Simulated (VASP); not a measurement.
Write the native input for VASP 6.6.1 that does the following.

```
Task                   : single point
Functional             : r2SCAN
Potentials or basis    : VASP PAW PBE potentials, release 64 (Mg_sv, O)
Cutoff                 : 920 eV
k mesh                 : 8 × 8 × 8
Occupations            : gaussian, width 0.01 eV
Spin                   : no spin polarisation
Dipole correction      : no
Further INCAR settings : ALGO = Normal; EDIFF = 1e-06; NBANDS = 15
```

MgO:

```xyz
2
Lattice="0.0000 2.1022 2.1022 2.1022 0.0000 2.1022 2.1022 2.1022 0.0000" Properties=species:S:1:pos:R:3 pbc="T T T"
Mg    0.0000    0.0000    0.0000
O     2.1022    2.1022    2.1022
```

The input as run:

POSCAR

```
MgO
1.0
    0.0000000000      2.1021680256      2.1021680256
    2.1021680256      0.0000000000      2.1021680256
    2.1021680256      2.1021680256      0.0000000000
Mg O
1 1
Direct
    0.0000000000      0.0000000000      0.0000000000
    0.5000000000      0.5000000000      0.5000000000
```

INCAR.step1

```
SYSTEM = MgO
PREC = Accurate
ENCUT = 920
ISMEAR = 0
SIGMA = 0.01
LREAL = .False.
LASPH = .True.
NELM = 120
NBANDS = 15
GGA = PE
ALGO = Normal
EDIFF = 1E-5
LWAVE = .True.
LCHARG = .False.
GGA_COMPAT = .False.
```

INCAR.step2

```
SYSTEM = MgO
PREC = Accurate
ENCUT = 920
EDIFF = 1E-6
ISMEAR = 0
SIGMA = 0.01
LREAL = .False.
LASPH = .True.
NELM = 120
ALGO = Normal
ISIF = 2
LWAVE = .False.
LCHARG = .False.
METAGGA = R2SCAN
LMIXTAU = .True.
NBANDS = 15
ISTART = 1
GGA_COMPAT = .False.
```

KPOINTS

```
Automatic mesh
0
Gamma
  8 8 8
  0 0 0
```

Potentials or basis: VASP PAW PBE potentials, release 64 (Mg_sv, O).

The run is started by

```sh
$ cat potpaw_PBE.64/Mg_sv/POTCAR potpaw_PBE.64/O/POTCAR > POTCAR
$ cp INCAR.step1 INCAR
$ mpirun -np 1 vasp_std > vasp.out
$ cp INCAR.step2 INCAR
$ mpirun -np 1 vasp_std > vasp.out
```

Results of the run:

```json
{
  "Pressure": "0.5 GPa",
  "Band gap on the k mesh": "5.70 eV"
}
```

Caveat: the PAW data sets were made with another functional, which shifts forces and pressure a little.

Wall time 49 s on 1 thread of Intel(R) Xeon(R) Platinum 8559C (Emerald Rapids), on a shared host, peak memory 0.17 GiB.
